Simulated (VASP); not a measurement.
# Ga3As2P (I-4m2) in VASP: single point with PBE

Aim: the single point of Ga3As2P with PBE.

Everything below comes from runs of VASP 6.6.1. Logs are shortened: lines on timing, memory, paths and dates and some standing lists are left out, and cuts for length are marked.

**1. The cell of the first run**

It takes space group I-4m2 (No. 119, tetragonal). Conventional cell: a = 4.006 Å, b = 4.006 Å, c = 16.992 Å, α = 90.00°, β = 90.00°, γ = 90.00°. Ga (site symmetry 2mm) has 2 P at 2.41 Å and 2 As at 2.47 Å within 3.2 Å. Within 3.3 Å of Ga (site symmetry -4m2) lie 4 As at 2.47 Å. As (site symmetry 2mm) has 4 Ga at 2.47 Å within 3.3 Å. P (site symmetry -4m2) has 4 Ga at 2.41 Å within 3.2 Å.

**2. Single point, PBE**

INCAR reads:

```
SYSTEM = Ga3As2P
PREC = Accurate
ENCUT = 520
EDIFF = 1E-7
ISMEAR = 0
SIGMA = 0.1
LREAL = .FALSE.
LASPH = .TRUE.
NELM = 60
ALGO = Normal
ISIF = 2
LWAVE = .FALSE.
LCHARG = .FALSE.
GGA = PE
NBANDS = 36
```

KPOINTS reads:

```
regular mesh
0
G
  8 8 8
  0 0 0
```

POSCAR reads:

```
Ga3As2P
1.0
    0.0000000000     -4.0062613026      0.0000000000
    4.0062613026      0.0000000000      0.0000000000
   -2.0031306513      2.0031306513      8.4961823902
Ga As P
3 2 1
Direct
   -0.0040460351     -0.0040460351     -0.0080920702
    0.6666666667      0.6666666667      0.3333333333
    0.3373793684      0.3373793684      0.6747587369
    0.5813164825      0.0813164825      0.1626329650
    0.2520168508      0.7520168508      0.5040337016
    0.9166666667      0.4166666667      0.8333333333
```

Potentials or basis: VASP PAW PBE potentials, release 64 (Ga_d, As, P).

On the command line:

```console
$ cat potpaw_PBE.64/Ga_d/POTCAR potpaw_PBE.64/As/POTCAR potpaw_PBE.64/P/POTCAR > POTCAR
$ mpirun -np 1 vasp_std > vasp.out
```

OUTCAR:

```text
SYSTEM = Ga3As2P
   PREC = Accurate
   ENCUT = 520
   EDIFF = 1E-7
   ISMEAR = 0
   LREAL = .FALSE.
   LASPH = .TRUE.
   NELM = 60
   ISIF = 2
   GGA = PE

 ion  position               nearest neighbor table
   1  0.996  0.996  0.992-   6 2.41   6 2.41   4 2.47   4 2.47
   2  0.667  0.667  0.333-   4 2.47   5 2.47   4 2.47   5 2.47
   3  0.337  0.337  0.675-   6 2.41   6 2.41   5 2.47   5 2.47
   4  0.581  0.081  0.163-   2 2.47   2 2.47   1 2.47   1 2.47
   5  0.252  0.752  0.504-   2 2.47   2 2.47   3 2.47   3 2.47
   6  0.917  0.417  0.833-   3 2.41   1 2.41   3 2.41   1 2.41

  LATTYP: Found a body centered tetragonal cell.
 ALAT       =     4.0062613026
 C/A-ratio  =     4.2414519416

  Lattice vectors:

 A1 = (  -2.0031306513,  -2.0031306513,  -8.4961823902)
 A2 = (   2.0031306513,   2.0031306513,  -8.4961823902)
 A3 = (   2.0031306513,  -2.0031306513,   8.4961823902)

Analysis of symmetry for initial positions (statically):
=====================================================================
 Subroutine PRICEL returns:
 Original cell was already a primitive cell.

 Routine SETGRP: Setting up the symmetry group for a
 body centered tetragonal supercell.

 Subroutine GETGRP returns: Found  8 space group operations
 (whereof  4 operations were pure point group operations)
 out of a pool of 16 trial point group operations.

The static configuration has the point symmetry C_2v.
 The point group associated with its full space group is D_2d.

Analysis of symmetry for dynamics (positions and initial velocities):
=====================================================================
 Subroutine PRICEL returns:
 Original cell was already a primitive cell.

 Routine SETGRP: Setting up the symmetry group for a
 body centered tetragonal supercell.

 Subroutine GETGRP returns: Found  8 space group operations
 (whereof  4 operations were pure point group operations)
 out of a pool of 16 trial point group operations.

The dynamic configuration has the point symmetry C_2v.
 The point group associated with its full space group is D_2d.

 Subroutine INISYM returns: Found  8 space group operations
 (whereof  4 operations are pure point group operations),
 and found     1 'primitive' translations

----------------------------------------------------------------------------------------

                                     Primitive cell

  volume of cell :     136.3648

  direct lattice vectors                    reciprocal lattice vectors
     0.000000000 -4.006261303  0.000000000     0.000000000 -0.249609280  0.058849961
     4.006261303  0.000000000  0.000000000     0.249609280  0.000000000  0.058849961
    -2.003130651  2.003130651  8.496182390     0.000000000  0.000000000  0.117699921

  length of vectors
     4.006261303  4.006261303  8.956013623     0.256452940  0.256452940  0.117699921

  position of ions in fractional coordinates (direct lattice)
     0.995953965  0.995953965  0.991907930
     0.666666667  0.666666667  0.333333333
     0.337379368  0.337379368  0.674758737
     0.581316483  0.081316483  0.162632965
     0.252016851  0.752016851  0.504033702
     0.916666667  0.416666667  0.833333333

  ion indices of the primitive-cell ions
   primitive index   ion index
                 1           1
                 2           2
                 3           3
                 4           4
                 5           5
                 6           6

----------------------------------------------------------------------------------------

 KPOINTS: regular mesh

Automatic generation of k-mesh.
 Grid dimensions read from file:
 generate k-points for:    8    8    8

 Generating k-lattice:

  Cartesian coordinates                     Fractional coordinates (reciprocal lattice)
     0.000000000 -0.031201160  0.007356245     0.125000000  0.000000000 -0.000000000
     0.031201160  0.000000000  0.007356245     0.000000000  0.125000000 -0.000000000
     0.000000000  0.000000000  0.014712490     0.000000000  0.000000000  0.125000000

  Length of vectors
     0.032056618  0.032056618  0.014712490

  Shift w.r.t. Gamma in fractional coordinates (k-lattice)
     0.000000000  0.000000000  0.000000000

 Subroutine IBZKPT returns following result:
 ===========================================

 Found     59 irreducible k-points:

 Following reciprocal coordinates:
            Coordinates               Weight
  0.000000  0.000000  0.000000      1.000000
  0.125000  0.000000 -0.000000      8.000000
  0.250000  0.000000 -0.000000      8.000000
  0.375000  0.000000 -0.000000      8.000000
  0.500000  0.000000 -0.000000      4.000000
  0.125000  0.125000 -0.000000      8.000000
[... 16 lines left out ...]
  0.125000  0.000000  0.125000      8.000000
  0.250000  0.000000  0.125000      8.000000
 [... further k-points ...]
   k-points           NKPTS =     59   k-points in BZ     NKDIM =     59   number of bands    NBANDS=     36
   number of dos      NEDOS =    301   number of ions     NIONS =      6
   total plane-waves  NPLWV =  63000
   dimension x,y,z NGX =    30 NGY =   30 NGZ =   70
   dimension x,y,z NGXF=    60 NGYF=   60 NGZF=  140
   ions per type =               3   2   1
   NGX,Y,Z   is equivalent  to a cutoff of  12.45, 12.45, 12.99 a.u.
   NGXF,Y,Z  is equivalent  to a cutoff of  24.90, 24.90, 25.99 a.u.
 SYSTEM =  Ga3As2P
   PREC   = accura    normal or accurate (medium, high low for compatibility)
   ISTART =      0    job   : 0-new  1-cont  2-samecut
   ICHARG =      2    charge: 1-file 2-atom 10-const
   ISPIN  =      1    spin polarized calculation?
   LNONCOLLINEAR =      F non collinear calculations
   LSORBIT =      F    spin-orbit coupling
   LASPH  =      T    aspherical Exc in radial PAW
   ENCUT  =  520.0 eV  38.22 Ry    6.18 a.u.   7.45  7.45 16.65*2*pi/ulx,y,z
   NELM   =     60;   NELMIN=  2; NELMDL= -5     # of ELM steps
   EDIFF  = 0.1E-06   stopping-criterion for ELM
   LREAL  =      F    real-space projection
   EDIFFG = 0.1E-05   stopping-criterion for IOM
   NSW    =      0    number of steps for IOM
   IBRION =     -1    ionic relax: 0-MD 1-quasi-New 2-CG
   NFREE  =      0    steps in history (QN), initial steepest desc. (CG)
   ISIF   =      2    stress and relaxation
   ISYM   =      2    0-nonsym 1-usesym 2-fastsym
   POTIM  = 0.5000    time-step for ionic-motion
   TEBEG  =    0.0;   TEEND  =   0.0 temperature during run
   PSTRESS=    0.0 pullay stress
   NELECT =      54.0000    total number of electrons
   NUPDOWN=      -1.0000    fix difference up-down
   EMIN   =  10.00;   EMAX   =-10.00  energy-range for DOS
   EFERMI =   0.00;   METHOD = LEGACY
   ISMEAR =     0;   SIGMA  =   0.10  broadening in eV -4-tet -1-fermi 0-gaus
   EFERMI_NEDOS =   21; number of points for ismear=-14 and -15
   IALGO  =     38    algorithm
   IMIX   =      4    mixing-type and parameters
     AMIX     =   0.40;   BMIX     =  1.00
     AMIX_MAG =   1.60;   BMIX_MAG =  1.00
  volume/ion in A,a.u.               =      22.73       153.37
  Fermi-wavevector in a.u.,A,eV,Ry     =   1.202187  2.271804 19.663863  1.445253
  Thomas-Fermi vector in A             =   2.337975
   LORBIT       =      0    0 simple, 1 ext, 2 COOP (PROOUT), +10 PAW based schemes
   GGA     = PE    functional components
   LHFCALC =     F    Hartree Fock is set to
   AEXX    =    0.0000 exact exchange contribution
   IVDW    =     0    specifies the selected vdW correction
   LEPSILON=     F    determine dielectric tensor
   LRPA    =     F    only Hartree local field effects (RPA)
 non-spin polarized calculation
 Gauss-broadening in eV      SIGMA  =   0.10
  energy-cutoff  :      520.00
  volume of cell :      136.36
 maximum number of plane-waves:      3712
 NGX is ok and might be reduce to    30
   NGX = 15   NGY = 15   NGZ = 33

 number of electron      53.9999990 magnetization

 Free energy of the ion-electron system (eV)
  ---------------------------------------------------
  ext. energy  EPLUGINS =         0.00000000
  ---------------------------------------------------
  free energy    TOTEN  =       -25.62818070 eV

  energy without entropy =      -25.62818063  energy(sigma->0) =      -25.62818066

 E-fermi :   4.0846     XC(G=0):  -9.4805

 val. band max:        3.7879110724   @ k =   0.0000   0.0000   0.0000
 cond. band min:       4.3688574763   @ k =   0.0000   0.0000   0.0000
 fundamental gap:      0.5809464040
 Fermi energy:         4.0846264209

 k-point     1 :       0.0000    0.0000    0.0000
  band No.  band energies     occupation
      1     -10.9869      2.00000
      2     -10.9661      2.00000
      3     -10.9064      2.00000
      4     -10.9064      2.00000
      5     -10.8957      2.00000
      6     -10.8745      2.00000
[... 28 lines left out ...]
     35       7.5998      0.00000
     36      11.5841      0.00000

 k-point     2 :       0.1250    0.0000   -0.0000
  band No.  band energies     occupation
      1     -10.9853      2.00000
      2     -10.9643      2.00000
      3     -10.9134      2.00000
      4     -10.9048      2.00000
      5     -10.8929      2.00000
      6     -10.8774      2.00000
[... 28 lines left out ...]
     35       8.1049      0.00000
     36      10.1469      0.00000

 k-point     3 :       0.2500    0.0000   -0.0000
  band No.  band energies     occupation
      1     -10.9815      2.00000
      2     -10.9631      2.00000
      3     -10.9303      2.00000
      4     -10.9006      2.00000
      5     -10.8870      2.00000
      6     -10.8814      2.00000
[... 28 lines left out ...]
     35       9.1231      0.00000
     36       9.6903      0.00000

 k-point     4 :       0.3750    0.0000   -0.0000
  band No.  band energies     occupation
      1     -10.9772      2.00000
      2     -10.9665      2.00000
      3     -10.9477      2.00000
      4     -10.8959      2.00000
      5     -10.8852      2.00000
      6     -10.8851      2.00000
[... 28 lines left out ...]
     35       8.7675      0.00000
     36       9.7930      0.00000

 k-point     5 :       0.5000    0.0000   -0.0000
  band No.  band energies     occupation
      1     -10.9726      2.00000
      2     -10.9710      2.00000
      3     -10.9559      2.00000
      4     -10.8931      2.00000
      5     -10.8879      2.00000
      6     -10.8848      2.00000
[... 655 lines left out ...]
 k-point    22 :       0.0000    0.0000    0.1250
  band No.  band energies     occupation
      1     -10.9897      2.00000
      2     -10.9617      2.00000
      3     -10.9060      2.00000
      4     -10.9060      2.00000
      5     -10.8977      2.00000
      6     -10.8755      2.00000
[... 28 lines left out ...]
     35       7.6565      0.00000
     36      10.9478      0.00000

 k-point    23 :       0.1250    0.0000    0.1250
  band No.  band energies     occupation
      1     -10.9892      2.00000
      2     -10.9574      2.00000
      3     -10.9145      2.00000
      4     -10.9041      2.00000
      5     -10.8945      2.00000
      6     -10.8791      2.00000
[... 28 lines left out ...]
     35       7.9881      0.00000
     36       9.6947      0.00000

 k-point    24 :       0.2500    0.0000    0.1250
  band No.  band energies     occupation
      1     -10.9844      2.00000
      2     -10.9574      2.00000
      3     -10.9322      2.00000
      4     -10.9003      2.00000
      5     -10.8878      2.00000
      6     -10.8830      2.00000
[... 28 lines left out ...]
     35       9.2622      0.00000
     36       9.2862      0.00000

 [... further k-points ...]

------------------------ aborting loop because EDIFF is reached ----------------------------------------

  FORCE on cell =-STRESS in cart. coord.  units (eV):
  Direction    XX          YY          ZZ          XY          YZ          ZX
  --------------------------------------------------------------------------------------
  -------------------------------------------------------------------------------------
  Total        0.0532405      0.0532405      0.0733325      0.0000000      0.0000000      0.0000000
  in kB        0.6255330      0.6255330      0.8615976      0.0000000      0.0000000      0.0000000
  external PRESSURE =       0.7042212 kB  Pullay stress =       0.0000000 kB

 VOLUME and BASIS-vectors are now :
 -----------------------------------------------------------------------------
  energy-cutoff  :      520.00
  volume of cell :      136.36
      direct lattice vectors                 reciprocal lattice vectors
     0.000000000 -4.006261303  0.000000000     0.000000000 -0.249609280  0.058849961
     4.006261303  0.000000000  0.000000000     0.249609280  0.000000000  0.058849961
    -2.003130651  2.003130651  8.496182390     0.000000000  0.000000000  0.117699921

 POSITION                                       TOTAL-FORCE (eV/Angst)
 -----------------------------------------------------------------------------------
      2.00313     -2.00313      8.42743        -0.000000      0.000000     -0.017884
      2.00313     -2.00313      2.83206         0.000000      0.000000     -0.000000
     -0.00000      0.00000      5.73287         0.000000     -0.000000      0.017884
      0.00000     -2.00313      1.38176         0.000000     -0.000000      0.005666
      2.00313      0.00000      4.28236        -0.000000      0.000000     -0.005666
      0.00000     -2.00313      7.08015         0.000000      0.000000     -0.000000
 -----------------------------------------------------------------------------------
    total drift:                                0.000028     -0.000035     -0.000186

  FREE ENERGIE OF THE ION-ELECTRON SYSTEM (eV)
  ---------------------------------------------------
  free  energy   TOTEN  =       -25.6281806982 eV

  energy  without entropy=      -25.6281806281  energy(sigma->0) =      -25.62818066
```

It took 4.4 min on 1 thread of Intel Xeon Platinum 8488C (Sapphire Rapids), shared host; peak memory 0.39 GiB.

What came out:

- Free energy: -25.6282 eV
- Pressure: 0.1 GPa
- Largest force: 0.018 eV/Å
- Band gap on the k mesh: 0.58 eV

Forces in eV/Å, atoms in the order of the input:
```
Ga   0.000  0.000 -0.018
Ga   0.000  0.000  0.000
Ga   0.000  0.000  0.018
As   0.000  0.000  0.006
As   0.000  0.000 -0.006
P    0.000  0.000  0.000
```

Levels at points of the mesh, in eV from the valence-band top:
| k point | band 25 | band 26 | band 27 | band 28 | band 29 | band 30 |
| --- | --- | --- | --- | --- | --- | --- |
| (0.00, 0.00, 0.00) | -0.04 | 0.00 | 0.00 | 0.58 | 1.51 | 1.73 |
| (0.50, 0.00, 0.00) | -1.10 | -0.97 | -0.92 | 1.06 | 2.35 | 2.59 |
| (0.50, 0.50, 0.00) | -3.05 | -2.55 | -2.54 | 1.56 | 1.71 | 3.32 |
| (0.00, 0.00, 0.50) | -1.09 | -0.81 | -0.81 | 1.57 | 1.60 | 2.41 |

Caveat: semilocal functionals underestimate gaps, and a narrow one can read as zero.
